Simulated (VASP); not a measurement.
# CoO (Fm-3m) in VASP: further runs, part 2 of 2

VASP 6.6.1. The steps go on from the part before.

## Step 4: Single point, PBE, collinear spin, ferromagnetic start

INCAR

```
PREC = Accurate ; ENCUT = 520
EDIFF = 1E-6 ; ISMEAR = 0
SIGMA = 0.03 ; LREAL = F
LASPH = T ; NELM = 150
ALGO = Normal ; ISIF = 2
LWAVE = F ; LCHARG = F
ISPIN = 2 ; MAGMOM = 2 0
LORBIT = 11 ; LMAXMIX = 4
GGA = PE ; NBANDS = 18
```

KPOINTS

```
regular mesh
0
Gamma
  11 11 11
```

POSCAR

```
CoO
1.0
    0.0000000000      2.1315000000      2.1315000000
    2.1315000000      0.0000000000      2.1315000000
    2.1315000000      2.1315000000      0.0000000000
Co O
1 1
Direct
    0.0000000000      0.0000000000      0.0000000000
    0.5000000000      0.5000000000      0.5000000000
```

Started as:

```
$ cat potpaw_PBE.64/Co/POTCAR potpaw_PBE.64/O/POTCAR > POTCAR
$ mpirun -np 1 vasp_std > vasp.out
```

Run time: 18 s. Hardware: 1 thread of Intel Xeon 6975P-C (Granite Rapids), shared host; peak memory 0.16 GiB.

It converged, with:

```
Free energy                                           : -13.0462 eV
Pressure                                              : -2.6 GPa
Net moment                                            : 2.92 μB per cell
Site moments                                          : Co +2.57; O +0.30 μB
Valence electrons inside the program's atomic spheres : Co 7.79; O 4.98
```

Levels at points of the mesh, in eV from the Fermi level:
Spin up:
```
           k point  band 6  band 7  band 8  band 9  band 10  band 11  band 12  band 13
(0.00, 0.00, 0.00)   -3.12   -3.08   -3.08   -3.08     0.98    16.84    18.11    18.11
```
Spin down:
```
           k point  band 3  band 4  band 5  band 6  band 7  band 8  band 9  band 10
(0.00, 0.00, 0.00)   -2.55   -2.55   -1.10   -1.10   -1.10    0.06    0.06     1.52
```

Caveat: a cell with one magnetic atom can't hold antiferromagnetic order, which such compounds often take; semilocal functionals often make such compounds metallic where correlation or magnetic order opens a gap, which also shifts bond lengths. With open d or f shells a metallic result of PBE can be an artefact of self-interaction; +U or a hybrid may open a gap.

## Step 5: Relaxation of cell and atoms, BLYP+D4, collinear spin, ferromagnetic start

INCAR

```
SYSTEM = CoO
  PREC = Accurate
  ENCUT = 600
  EDIFF = 1E-7
  ISMEAR = -1
  SIGMA = 0.05
  LREAL = .FALSE.
  LASPH = .TRUE.
  NELM = 150
  ALGO = Normal
  ISIF = 3
  LWAVE = .FALSE.
  LCHARG = .FALSE.
  ISPIN = 2
  MAGMOM = 2 0
  LORBIT = 11
  LMAXMIX = 4
  GGA = B5
  ALDAX = 1.0
  AGGAX = 1.0
  AGGAC = 1.0
  ALDAC = 0.0
  IVDW = 13
  VDW_S6 = 1.0
  VDW_S8 = 2.34076671
  VDW_A1 = 0.44488865
  VDW_A2 = 4.0933009
  IBRION = 2
  NSW = 80
  EDIFFG = -0.005
```

KPOINTS

```
Automatic mesh
0
G
  11 11 11
  0 0 0
```

POSCAR is that of step 4.

Started as:

```
$ cat potpaw_PBE.64/Co/POTCAR potpaw_PBE.64/O/POTCAR > POTCAR
$ mpirun -np 1 vasp_std > vasp.out
```

It took 40 s on 1 thread of Intel Xeon 6975P-C (Granite Rapids), shared host; peak memory 0.17 GiB.

The run converged. Its results:

- Free energy: -13.1723 eV
- Relaxed volume: 9.52 Å³/atom
- Relaxed cell: a = 2.997 Å, b = 2.997 Å, c = 2.997 Å, α = 60.00°, β = 60.00°, γ = 60.00°
- Space group after relaxing (to 0.05 Å): Fm-3m (No. 225)
- Energy gained by relaxing: 1.2 meV/atom
- Ionic steps: 3
- Pressure after relaxing: 0.0 GPa
- Net moment: 2.68 μB per cell
- Site moments: Co +2.39; O +0.25 μB
- Valence electrons inside the program's atomic spheres: Co 7.84; O 4.99
- Dispersion energy per atom: -0.532 eV

The path:
```tsv
step	energy change (eV)	largest force (eV/Å)	pressure (GPa)	volume (Å³)
1	0.0000	0.0000	-2.42	19.37
2	-0.0023	0.0000	0.45	18.96
3	-0.0024	0.0000	0.02	19.03
```

Final structure:
```xyz
2
Lattice="0.0000 2.1192 2.1192 2.1192 0.0000 2.1192 2.1192 2.1192 0.0000" Properties=species:S:1:pos:R:3 pbc="T T T"
Co    0.0000    0.0000    0.0000
O     2.1192    2.1192    2.1192
```

Levels at points of the mesh, in eV from the Fermi level:
Spin up:
| k point | band 7 | band 8 | band 9 | band 10 | band 11 | band 12 |
| --- | --- | --- | --- | --- | --- | --- |
| (0.00, 0.00, 0.00) | -2.86 | -2.86 | -2.86 | 1.44 | 17.66 | 18.67 |
Spin down:
```tsv
k point	band 4	band 5	band 6	band 7	band 8	band 9
(0.00, 0.00, 0.00)	-2.69	-1.13	-1.13	-1.12	0.07	0.07
```

Caveat: the PAW data sets were made with another functional, which shifts forces and pressure a little; a cell with one magnetic atom can't hold antiferromagnetic order, which such compounds often take; semilocal functionals often make such compounds metallic where correlation or magnetic order opens a gap, which also shifts bond lengths; pairwise dispersion overbinds metals, which lowers pressure and volume.

## Step 6: Single point, BLYP+D4, collinear spin, ferromagnetic start

This run uses another cell than the first one, of 9.59 Å³/atom, 0.990 times its volume.

INCAR

```
SYSTEM = CoO
  PREC = Accurate
  ENCUT = 520
  EDIFF = 1E-6
  ISMEAR = -1
  SIGMA = 0.05
  LREAL = .FALSE.
  LASPH = .TRUE.
  NELM = 150
  ALGO = Normal
  ISIF = 2
  LWAVE = .FALSE.
  LCHARG = .TRUE.
  ISPIN = 2
  MAGMOM = 2 0
  LORBIT = 11
  LMAXMIX = 4
  GGA = B5
  ALDAX = 1.0
  AGGAX = 1.0
  AGGAC = 1.0
  ALDAC = 0.0
  IVDW = 13
  VDW_S6 = 1.0
  VDW_S8 = 2.34076671
  VDW_A1 = 0.44488865
  VDW_A2 = 4.0933009
  LELF = .TRUE.
  LVHAR = .TRUE.
  NBANDS = 18
```

KPOINTS is that of step 5.

POSCAR

```
CoO
1.0
    0.0000000000      2.1242865311      2.1242865311
    2.1242865311      0.0000000000      2.1242865311
    2.1242865311      2.1242865311      0.0000000000
Co O
1 1
Direct
    0.0000000000      0.0000000000      0.0000000000
    0.5000000000      0.5000000000      0.5000000000
```

Potentials or basis: VASP PAW PBE potentials, release 64 (Co, O).

Started as:

```
$ cat potpaw_PBE.64/Co/POTCAR potpaw_PBE.64/O/POTCAR > POTCAR
$ mpirun -np 1 vasp_std > vasp.out
```

OUTCAR:

```text
SYSTEM = CoO
   PREC = Accurate
   ENCUT = 520
   EDIFF = 1E-6
   ISMEAR = -1
   LREAL = .FALSE.
   LASPH = .TRUE.
   NELM = 150
   ISIF = 2
   ISPIN = 2
   LORBIT = 11
   GGA = B5
   IVDW = 13

 ion  position               nearest neighbor table
   1  0.000  0.000  0.000-   2 2.12   2 2.12   2 2.12   2 2.12   2 2.12   2 2.12
   2  0.500  0.500  0.500-   1 2.12   1 2.12   1 2.12   1 2.12   1 2.12   1 2.12

  LATTYP: Found a face centered cubic cell.
 ALAT       =     4.2485730622

  Lattice vectors:

 A1 = (   0.0000000000,   2.1242865311,   2.1242865311)
 A2 = (   2.1242865311,   0.0000000000,   2.1242865311)
 A3 = (   2.1242865311,   2.1242865311,   0.0000000000)

Analysis of symmetry for initial positions (statically):
[... 25 lines left out ...]
The dynamic configuration has the point symmetry O_h .

Analysis of structural, dynamic, and magnetic symmetry:
=====================================================================
 Subroutine PRICEL returns:
[... 7 lines left out ...]
 out of a pool of 48 trial point group operations.

The overall configuration has the point symmetry O_h .

 Subroutine INISYM returns: Found 48 space group operations
[... 5 lines left out ...]
                                     Primitive cell

  volume of cell :      19.1721

  direct lattice vectors                    reciprocal lattice vectors
     0.000000000  2.124286531  2.124286531    -0.235373144  0.235373144  0.235373144
     2.124286531  0.000000000  2.124286531     0.235373144 -0.235373144  0.235373144
     2.124286531  2.124286531  0.000000000     0.235373144  0.235373144 -0.235373144

  length of vectors
     3.004194823  3.004194823  3.004194823     0.407678244  0.407678244  0.407678244

  position of ions in fractional coordinates (direct lattice)
     0.000000000  0.000000000  0.000000000
     0.500000000  0.500000000  0.500000000

  ion indices of the primitive-cell ions
   primitive index   ion index
                 1           1
                 2           2

----------------------------------------------------------------------------------------

 KPOINTS: Automatic mesh

Automatic generation of k-mesh.
 Grid dimensions read from file:
 generate k-points for:   11   11   11

 Generating k-lattice:

  Cartesian coordinates                     Fractional coordinates (reciprocal lattice)
    -0.021397559  0.021397559  0.021397559     0.090909091  0.000000000  0.000000000
     0.021397559 -0.021397559  0.021397559     0.000000000  0.090909091  0.000000000
     0.021397559  0.021397559 -0.021397559     0.000000000  0.000000000  0.090909091

  Length of vectors
     0.037061659  0.037061659  0.037061659

  Shift w.r.t. Gamma in fractional coordinates (k-lattice)
     0.000000000  0.000000000  0.000000000

 Subroutine IBZKPT returns following result:
 ===========================================

 Found     56 irreducible k-points:

 Following reciprocal coordinates:
            Coordinates               Weight
  0.000000  0.000000  0.000000      1.000000
  0.090909  0.000000  0.000000      8.000000
  0.181818  0.000000  0.000000      8.000000
  0.272727  0.000000  0.000000      8.000000
  0.363636  0.000000  0.000000      8.000000
  0.454545  0.000000  0.000000      8.000000
[... 16 lines left out ...]
 -0.272727  0.181818  0.000000     24.000000
 -0.181818  0.181818  0.000000     12.000000
 [... further k-points ...]
   k-points           NKPTS =     56   k-points in BZ     NKDIM =     56   number of bands    NBANDS=     18
   number of dos      NEDOS =    301   number of ions     NIONS =      2
   total plane-waves  NPLWV =  13824
   dimension x,y,z NGX =    24 NGY =   24 NGZ =   24
   dimension x,y,z NGXF=    48 NGYF=   48 NGZF=   48
   ions per type =               1   1
   NGX,Y,Z   is equivalent  to a cutoff of  13.28, 13.28, 13.28 a.u.
   NGXF,Y,Z  is equivalent  to a cutoff of  26.56, 26.56, 26.56 a.u.
 SYSTEM =  CoO
   PREC   = accura    normal or accurate (medium, high low for compatibility)
   ISTART =      0    job   : 0-new  1-cont  2-samecut
   ICHARG =      2    charge: 1-file 2-atom 10-const
   ISPIN  =      2    spin polarized calculation?
   LNONCOLLINEAR =      F non collinear calculations
   LSORBIT =      F    spin-orbit coupling
   LASPH  =      T    aspherical Exc in radial PAW
   ENCUT  =  520.0 eV  38.22 Ry    6.18 a.u.   5.59  5.59  5.59*2*pi/ulx,y,z
   NELM   =    150;   NELMIN=  2; NELMDL= -5     # of ELM steps
   EDIFF  = 0.1E-05   stopping-criterion for ELM
   LREAL  =      F    real-space projection
   EDIFFG = 0.1E-04   stopping-criterion for IOM
   NSW    =      0    number of steps for IOM
   IBRION =     -1    ionic relax: 0-MD 1-quasi-New 2-CG
   NFREE  =      0    steps in history (QN), initial steepest desc. (CG)
   ISIF   =      2    stress and relaxation
   ISYM   =      2    0-nonsym 1-usesym 2-fastsym
   POTIM  = 0.5000    time-step for ionic-motion
   TEBEG  =    0.0;   TEEND  =   0.0 temperature during run
   PSTRESS=    0.0 pullay stress
   NELECT =      15.0000    total number of electrons
   NUPDOWN=      -1.0000    fix difference up-down
   EMIN   =  10.00;   EMAX   =-10.00  energy-range for DOS
   EFERMI =   0.00;   METHOD = LEGACY
   ISMEAR =    -1;   SIGMA  =   0.05  broadening in eV -4-tet -1-fermi 0-gaus
   EFERMI_NEDOS =   21; number of points for ismear=-14 and -15
   IALGO  =     38    algorithm
   IMIX   =      4    mixing-type and parameters
     AMIX     =   0.40;   BMIX     =  1.00
     AMIX_MAG =   1.60;   BMIX_MAG =  1.00
  volume/ion in A,a.u.               =       9.59        64.69
  Fermi-wavevector in a.u.,A,eV,Ry     =   1.508512  2.850675 30.961540  2.275609
  Thomas-Fermi vector in A             =   2.618957
   LORBIT       =     11    0 simple, 1 ext, 2 COOP (PROOUT), +10 PAW based schemes
   GGA     = B5    functional components
   LHFCALC =     F    Hartree Fock is set to
   AEXX    =    0.0000 exact exchange contribution
   IVDW    =    13    specifies the selected vdW correction
   LEPSILON=     F    determine dielectric tensor
   LRPA    =     F    only Hartree local field effects (RPA)
 spin polarized calculation
  energy-cutoff  :      520.00
  volume of cell :       19.17
 maximum number of plane-waves:       532
   NGX = 11   NGY = 11   NGZ = 11

 number of electron      15.0000006 magnetization       2.7295454

 Free energy of the ion-electron system (eV)
  ---------------------------------------------------
  ext. energy  EPLUGINS =         0.00000000
  ---------------------------------------------------
  free energy    TOTEN  =       -12.11139898 eV

  energy without entropy =      -12.07253182  energy(sigma->0) =      -12.09196540

 E-fermi :   8.3113     XC(G=0): -11.8715

 val. band max:        8.3096904480   @ k =   0.4545   0.2727   0.0909
 cond. band min:       8.3154169387   @ k =   0.3636   0.1818   0.0000
 fundamental gap:      0.0057264906
 Fermi energy:         8.3112760370

 spin component 1

 k-point     1 :       0.0000    0.0000    0.0000
  band No.  band energies     occupation
      1     -11.7938      1.00000
      2       5.1904      1.00000
      3       5.1905      1.00000
      4       5.1905      1.00000
      5       5.3020      1.00000
      6       5.3020      1.00000
[... 481 lines left out ...]
      5       5.7644      1.00000
      6       5.8266      1.00000
[... 10 lines left out ...]
     17      36.4672      0.00000
     18      38.3284      0.00000

 [... further k-points ...]

 spin component 2

 k-point     1 :       0.0000    0.0000    0.0000
  band No.  band energies     occupation
      1     -11.3570      1.00000
      2       5.6771      1.00000
      3       5.6771      1.00000
      4       5.6771      1.00000
      5       7.2045      1.00000
      6       7.2046      1.00000
[... 481 lines left out ...]
      5       7.6010      1.00000
      6       8.0337      0.99613
[... 10 lines left out ...]
     17      36.9909      0.00000
     18      38.8666      0.00000

 [... further k-points ...]

------------------------ aborting loop because EDIFF is reached ----------------------------------------

  DFT-D4 for vdW energy calculation

  Edisp (eV):   -1.05841

  FORCE on cell =-STRESS in cart. coord.  units (eV):
  Direction    XX          YY          ZZ          XY          YZ          ZX
  --------------------------------------------------------------------------------------
  -------------------------------------------------------------------------------------
  Total      -0.06746    -0.06746    -0.06746    -0.00000    -0.00000     0.00000
  in kB      -5.63781    -5.63781    -5.63781    -0.00000    -0.00000     0.00000
  external pressure =       -5.64 kB  Pullay stress =        0.00 kB

 VOLUME and BASIS-vectors are now :
 -----------------------------------------------------------------------------
  energy-cutoff  :      520.00
  volume of cell :       19.17
      direct lattice vectors                 reciprocal lattice vectors
     0.000000000  2.124286531  2.124286531    -0.235373144  0.235373144  0.235373144
     2.124286531  0.000000000  2.124286531     0.235373144 -0.235373144  0.235373144
     2.124286531  2.124286531  0.000000000     0.235373144  0.235373144 -0.235373144

 POSITION                                       TOTAL-FORCE (eV/Angst)
 -----------------------------------------------------------------------------------
      0.00000      0.00000      0.00000         0.000000     -0.000000      0.000000
      2.12429      2.12429      2.12429        -0.000000      0.000000     -0.000000
 -----------------------------------------------------------------------------------
    total drift:                                0.000000     -0.000000     -0.000000

  FREE ENERGIE OF THE ION-ELECTRON SYSTEM (eV)
  ---------------------------------------------------
  free  energy   TOTEN  =       -13.1698060413 eV

  energy  without entropy=      -13.1309388858  energy(sigma->0) =      -13.15037246

 total charge

# of ion       s       p       d       tot
------------------------------------------
    1        0.289   0.351   7.191   7.830
    2        1.550   3.444   0.000   4.994
--------------------------------------------------
tot          1.839   3.794   7.191  12.824

 magnetization (x)

# of ion       s       p       d       tot
------------------------------------------
    1        0.019   0.016   2.385   2.420
    2        0.028   0.233   0.000   0.261
--------------------------------------------------
tot          0.047   0.249   2.385   2.681
```

Run time: 1.9 min. Hardware: 1 thread of AMD EPYC 7R13, shared host; peak memory 0.14 GiB.

Results:

- Free energy: -13.1698 eV
- Pressure: -0.6 GPa
- Net moment: 2.73 μB per cell
- Site moments: Co +2.42; O +0.26 μB
- Valence electrons inside the program's atomic spheres: Co 7.83; O 4.99
- Dispersion energy per atom: -0.529 eV

Caveat: the PAW data sets were made with another functional, which shifts forces and pressure a little; a cell with one magnetic atom can't hold antiferromagnetic order, which such compounds often take; semilocal functionals often make such compounds metallic where correlation or magnetic order opens a gap, which also shifts bond lengths; pairwise dispersion overbinds metals, which lowers pressure and volume. With open d or f shells a metallic result of BLYP can be an artefact of self-interaction; +U or a hybrid may open a gap.

## Step 7: Overview

```tsv
task	level	cell	cutoff (eV)	smearing	gap on the mesh (eV)	pressure (GPa)	moment (μB)
single point	PBE	a = 3.014 Å, angles 60.0°, 2 atoms	520	gaussian 0.02 eV	none	-2.4	2.93
single point	PBE	a = 3.014 Å, angles 60.0°, 2 atoms	520	gaussian 0.026 eV	none	-2.6	2.93
single point	PBE	a = 3.014 Å, angles 60.0°, 2 atoms	520	gaussian 0.03 eV	none	-2.6	2.92
relaxation of cell and atoms	BLYP+D4	relaxed from a = 3.014 Å, angles 60.0°, 2 atoms	600	fermi-dirac 0.05 eV	none	0.0	2.68
single point	BLYP+D4	a = 3.004 Å, angles 60.0°, 2 atoms	520	fermi-dirac 0.05 eV	none	-0.6	2.73
```

Alike in all rows: potentials or basis VASP PAW PBE potentials, release 64 (Co, O); spin collinear, ferromagnetic start; k mesh 11 × 11 × 11.

Every run on the cell as given and a fine mesh finds a metal.

Caveats: a cell with one magnetic atom can't hold antiferromagnetic order, which such compounds often take; semilocal functionals often make such compounds metallic where correlation or magnetic order opens a gap, which also shifts bond lengths; the PAW data sets were made with another functional, which shifts forces and pressure a little (some runs); pairwise dispersion overbinds metals, which lowers pressure and volume (some runs).

Absolute energies hang on the potentials; compare differences alone.
